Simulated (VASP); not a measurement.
# CsSi3 (P-3m1) in VASP: notebook, part 2 of 2

VASP 6.6.1.

### Step 4. Single point, PBE

This run uses another cell than the first one, of 27.20 Å³/atom.

Input file INCAR:

```
SYSTEM = CsSi3
PREC = Accurate
ENCUT = 520
EDIFF = 1E-7
ISMEAR = 0
SIGMA = 0.1
LREAL = .False.
LASPH = .True.
NELM = 80
ALGO = Fast
ISIF = 2
LWAVE = .False.
LCHARG = .False.
GGA = PE
NBANDS = 18
```

Input file KPOINTS:

```
regular mesh
0
Gamma
  12 12 6
  0 0 0
```

Input file POSCAR:

```
CsSi3
1.0
    4.0788487469      0.0000000000      0.0000000000
   -2.0394243735      3.5323866330      0.0000000000
    0.0000000000      0.0000000000      7.5518030515
Cs Si
1 3
Direct
    0.0000000000      0.0000000000      0.5000000000
    0.0000000000      0.0000000000      0.0000000000
    0.3333333333      0.6666666667      0.1090347229
    0.6666666667      0.3333333333      0.8909652771
```

Potentials or basis: VASP PAW PBE potentials, release 64 (Cs_sv, Si).

Command:

```
$ cat potpaw_PBE.64/Cs_sv/POTCAR potpaw_PBE.64/Si/POTCAR > POTCAR
$ mpirun -np 1 vasp_std > vasp.out
```

OUTCAR:

```text
SYSTEM = CsSi3
   PREC = Accurate
   ENCUT = 520
   EDIFF = 1E-7
   ISMEAR = 0
   LREAL = .False.
   LASPH = .True.
   NELM = 80
   ISIF = 2
   GGA = PE

 ion  position               nearest neighbor table
   1  0.000  0.000  0.500-
   2  0.000  0.000  0.000-   3 2.49   4 2.49   4 2.49   3 2.49   4 2.49   3 2.49
   3  0.333  0.667  0.109-   2 2.49   2 2.49   2 2.49   4 2.87   4 2.87   4 2.87
   4  0.667  0.333  0.891-   2 2.49   2 2.49   2 2.49   3 2.87   3 2.87   3 2.87

  LATTYP: Found a hexagonal cell.
 ALAT       =     4.0788487469
[... 704 lines left out ...]
  --------------------------------------------------------------------------------------
  -------------------------------------------------------------------------------------
  Total        0.0033059      0.0033059      0.0367401     -0.0000000     -0.0000000      0.0000000
  in kB        0.0486799      0.0486799      0.5409963     -0.0000000     -0.0000000      0.0000000
  external PRESSURE =       0.2127854 kB  Pullay stress =       0.0000000 kB

 VOLUME and BASIS-vectors are now :
 -----------------------------------------------------------------------------
  energy-cutoff  :      520.00
  volume of cell :      108.81
      direct lattice vectors                 reciprocal lattice vectors
     4.078848747  0.000000000  0.000000000     0.245167218  0.141547359  0.000000000
    -2.039424374  3.532386633  0.000000000     0.000000000  0.283094719  0.000000000
     0.000000000  0.000000000  7.551803052     0.000000000  0.000000000  0.132418708

 POSITION                                       TOTAL-FORCE (eV/Angst)
 -----------------------------------------------------------------------------------
      0.00000      0.00000      3.77590         0.000000     -0.000000      0.000000
      0.00000      0.00000      0.00000        -0.000000     -0.000000      0.000000
     -0.00000      2.35492      0.82341        -0.000000      0.000000     -0.009566
      2.03942      1.17746      6.72839         0.000000     -0.000000      0.009566
 -----------------------------------------------------------------------------------
    total drift:                                0.000000     -0.000000      0.000000

  FREE ENERGIE OF THE ION-ELECTRON SYSTEM (eV)
  ---------------------------------------------------
  free  energy   TOTEN  =       -15.8228426539 eV

  energy  without entropy=      -15.8090297929  energy(sigma->0) =      -15.81593622
```

OSZICAR:

```text
N       E                     dE             d eps       ncg     rms          rms(c)
DAV:   1     0.800166864175E+02    0.80017E+02   -0.79287E+03  3600   0.911E+02
DAV:   2    -0.974776252615E+01   -0.89764E+02   -0.87142E+02  4644   0.153E+02
DAV:   3    -0.163258706951E+02   -0.65781E+01   -0.65350E+01  4710   0.415E+01
DAV:   4    -0.164001617064E+02   -0.74291E-01   -0.74256E-01  4848   0.526E+00
DAV:   5    -0.164008288072E+02   -0.66710E-03   -0.66707E-03  4732   0.516E-01    0.469E+00
RMM:   6    -0.159690567241E+02    0.43177E+00   -0.28335E-01  4085   0.160E+00    0.276E+00
RMM:   7    -0.158217943619E+02    0.14726E+00   -0.48151E-01  5051   0.203E+00    0.571E-01
RMM:   8    -0.158208505216E+02    0.94384E-03   -0.46669E-02  4411   0.937E-01    0.194E-01
RMM:   9    -0.158221300002E+02   -0.12795E-02   -0.11998E-02  4728   0.454E-01    0.170E-01
RMM:  10    -0.158227909252E+02   -0.66092E-03   -0.21456E-03  4394   0.238E-01    0.530E-02
RMM:  11    -0.158228154485E+02   -0.24523E-04   -0.79610E-04  4714   0.126E-01    0.347E-02
RMM:  12    -0.158228413070E+02   -0.25858E-04   -0.19412E-04  4738   0.630E-02    0.810E-03
RMM:  13    -0.158228422286E+02   -0.92155E-06   -0.26857E-05  4789   0.259E-02    0.413E-03
RMM:  14    -0.158228424782E+02   -0.24963E-06   -0.61706E-06  4655   0.127E-02    0.182E-03
RMM:  15    -0.158228426541E+02   -0.17592E-06   -0.16398E-06  4520   0.653E-03    0.415E-04
RMM:  16    -0.158228426539E+02    0.19077E-09   -0.39766E-07  3764   0.313E-03
   1 F= -.15822843E+02 E0= -.15815936E+02  d E =-.138129E-01
```

Run time: 3.2 min. Hardware: 1 thread of Oxide Virtual Turin-like, shared host; peak memory 0.29 GiB.

What came out:

| Property | Result |
| --- | --- |
| Free energy | -15.8228 eV |
| Pressure | 0.0 GPa |
| Largest force | 0.010 eV/Å |
| Band gap on the k mesh | zero (an odd number of electrons rules out a gap without spin polarisation) |

Forces on the atoms (eV/Å):
```
Cs   0.000  0.000  0.000
Si   0.000  0.000  0.000
Si   0.000  0.000 -0.010
Si   0.000  0.000  0.010
```

Caveat: spin-orbit coupling is left out, which moves the levels of the heavy elements.

### Step 5. Relaxation of cell and atoms, PBE

This run uses another cell than the first one, of 45.63 Å³/atom.

Input file INCAR:

```
ALGO = Fast ; EDIFF = 1E-6
EDIFFG = -0.04 ; ENCUT = 600
GGA = PE ; IBRION = 2
ISIF = 3 ; ISMEAR = 0
LASPH = T ; LCHARG = F
LREAL = F ; LWAVE = F
NELM = 80 ; NSW = 90
PREC = Accurate ; SIGMA = 0.1
```

Input file KPOINTS:

```
k-points
0
Gamma
  6 6 2
```

Input file POSCAR:

```
CsSi3
1.0
    4.3443835600      0.0000000000      0.0000000000
   -2.1721917800      3.7623465300      0.0000000000
    0.0000000000      0.0000000000     11.1678084500
Cs Si
1 3
Direct
    0.0000000000      0.0000000000      0.5000000000
    0.0000000000      0.0000000000      0.0000000000
    0.3333333300      0.6666666700      0.2139552200
    0.6666666700      0.3333333300      0.7860447800
```

Command:

```
$ cat potpaw_PBE.64/Cs_sv/POTCAR potpaw_PBE.64/Si/POTCAR > POTCAR
$ mpirun -np 1 vasp_std > vasp.out
```

Run time: 12 min. Hardware: 1 thread of Oxide Virtual Turin-like, shared host; peak memory 0.34 GiB.

Results (log left out):

| Quantity | Value |
| --- | --- |
| Free energy | -15.6958 eV |
| Relaxed volume | 27.80 Å³/atom |
| Relaxed cell | a = 4.167 Å, b = 4.167 Å, c = 7.392 Å, α = 90.00°, β = 90.00°, γ = 120.00° |
| Space group after relaxing (to 0.1 Å) | P-3m1 (No. 164) |
| Pressure after relaxing | 0.0 GPa |
| Largest force after relaxing | 0.027 eV/Å |
| Band gap on the k mesh | zero (an odd number of electrons rules out a gap without spin polarisation) |

Forces in eV/Å, atoms in the order of the input:
```
Cs   0.000  0.000  0.000
Si   0.000  0.000  0.000
Si   0.000  0.000 -0.027
Si   0.000  0.000  0.027
```

Final structure:
```
Cs Si
1.0
     4.16747    0.00000    0.00000
    -2.08373    3.60913    0.00000
     0.00000    0.00000    7.39229
Cs Si
1 3
Direct
  0.00000 0.00000 0.50000
  0.00000 0.00000 0.00000
  0.33333 0.66667 0.09643
  0.66667 0.33333 0.90357
```

Levels at points of the mesh, in eV from the Fermi level:
```csv
k point,band 8,band 9,band 10,band 11,band 12,band 13
"(0.00, 0.00, 0.00)",-2.10,-1.82,-1.40,-1.40,-0.37,0.70
"(0.50, 0.00, 0.00)",-4.25,-2.48,-1.70,0.58,0.87,1.62
"(0.00, 0.00, 0.50)",-2.13,-1.38,-1.38,-1.10,0.27,0.35
"(0.50, 0.00, 0.50)",-4.27,-3.05,-1.34,-0.34,1.42,2.02
```

Caveat: the volume moved by over 15 % at a fixed basis, so the end points are rough; spin-orbit coupling is left out, which moves the levels of the heavy elements.

### Step 6. The runs side by side

| task | cell | k mesh | cutoff (eV) | gap on the mesh (eV) | pressure (GPa) | largest force (eV/Å) |
| --- | --- | --- | --- | --- | --- | --- |
| single point | a = 4.011, b = 4.011, c = 7.731 Å, angles 90.0, 90.0, 120.0°, 4 atoms, atomic positions A | 6 × 6 × 2 | 520 | none | 0.3 | - |
| single point | a = 4.344, b = 4.344, c = 11.168 Å, angles 90.0, 90.0, 120.0°, 4 atoms, atomic positions B | 6 × 6 × 2 | 520 | none | -6.3 | 1.07 |
| single point | a = 4.079, b = 4.079, c = 7.552 Å, angles 90.0, 90.0, 120.0°, 4 atoms, atomic positions C | 12 × 12 × 6 | 520 | none | 0.0 | 0.01 |
| relaxation of cell and atoms | relaxed from a = 4.344, b = 4.344, c = 11.168 Å, angles 90.0, 90.0, 120.0°, 4 atoms, atomic positions B | 6 × 6 × 2 | 600 | none | 0.0 | 0.03 |

Alike in all rows: level PBE; potentials or basis VASP PAW PBE potentials, release 64 (Cs_sv, Si); no spin polarisation; smearing gaussian 0.1 eV.

Caveats: some runs use coarse meshes; spin-orbit coupling is left out, which moves the levels of the heavy elements; the cell stands under tension (at least some runs); forces of over 1 eV/Å act on the atoms, so gaps and moduli don't describe the material at rest (at least some runs); the volume moved by over 15 % at a fixed basis, so the end points are rough (at least some runs).

Absolute energies hang on the potentials; compare differences alone.
